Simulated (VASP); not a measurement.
Write the native input for VASP 6.6.1 that does the following.

```yaml
Task: single point
Functional: r2SCAN
Potentials_or_basis: VASP PAW PBE potentials, release 64 (Pr)
Cutoff: 520 eV
k_mesh: 13 × 13 × 13
Occupations: fermi-dirac, width 0.1 eV
Spin: no spin polarisation
Dipole_correction: no
Further_INCAR_settings: ALGO = Normal; EDIFF = 1e-06; NBANDS = 12
```

Crystal: Pr.

```
CELL_PARAMETERS angstrom
0.00000 2.22967 2.22967
2.22967 0.00000 2.22967
2.22967 2.22967 0.00000
ATOMIC_POSITIONS crystal
Pr 0.00000 0.00000 0.00000
```

The input as run:

POSCAR

```
Pr
1.0
    0.0000000000      2.2296723630      2.2296723630
    2.2296723630      0.0000000000      2.2296723630
    2.2296723630      2.2296723630      0.0000000000
Pr
1
Direct
    0.0000000000      0.0000000000      0.0000000000
```

INCAR.step1

```
SYSTEM = Pr
PREC     = Accurate       ! precision mode
ENCUT    = 520            ! plane-wave cutoff, eV
ISMEAR   = -1             ! smearing method
SIGMA    = 0.1            ! smearing width, eV
LREAL    = .False.        ! projectors in reciprocal space
LASPH    = .True.         ! aspherical terms in the spheres
NELM     = 60             ! most SCF steps
NBANDS   = 12             ! bands
GGA      = PE             ! functional
ALGO     = Normal         ! electronic algorithm
EDIFF    = 1E-4           ! SCF threshold, eV
LWAVE    = .True.         ! write WAVECAR
LCHARG   = .False.        ! write CHGCAR
```

INCAR.step2

```
SYSTEM = Pr
PREC     = Accurate       ! precision mode
ENCUT    = 520            ! plane-wave cutoff, eV
EDIFF    = 1E-6           ! SCF threshold, eV
ISMEAR   = -1             ! smearing method
SIGMA    = 0.1            ! smearing width, eV
LREAL    = .False.        ! projectors in reciprocal space
LASPH    = .True.         ! aspherical terms in the spheres
NELM     = 60             ! most SCF steps
ALGO     = Normal         ! electronic algorithm
ISIF     = 2              ! what is computed and relaxed
LWAVE    = .False.        ! write WAVECAR
LCHARG   = .False.        ! write CHGCAR
METAGGA  = R2SCAN         ! meta-GGA
LMIXTAU  = .True.       
NBANDS   = 12             ! bands
ISTART   = 1
```

KPOINTS

```
Automatic mesh
0
Gamma
  13 13 13
  0 0 0
```

Potentials or basis: VASP PAW PBE potentials, release 64 (Pr).

Command:

```bash
$ cat potpaw_PBE.64/Pr/POTCAR > POTCAR
$ cp INCAR.step1 INCAR
$ mpirun -np 1 vasp_std > vasp.out
$ cp INCAR.step2 INCAR
$ mpirun -np 1 vasp_std > vasp.out
```

It gave:

```yaml
Pressure: 2.9 GPa
```

Caveat: the PAW data sets were made with another functional, which shifts forces and pressure a little.

Wall time 3.3 min on 1 thread of AMD EPYC 7R43 64-Core Processor (Zen 3) (shared host), peak memory 0.13 GiB.
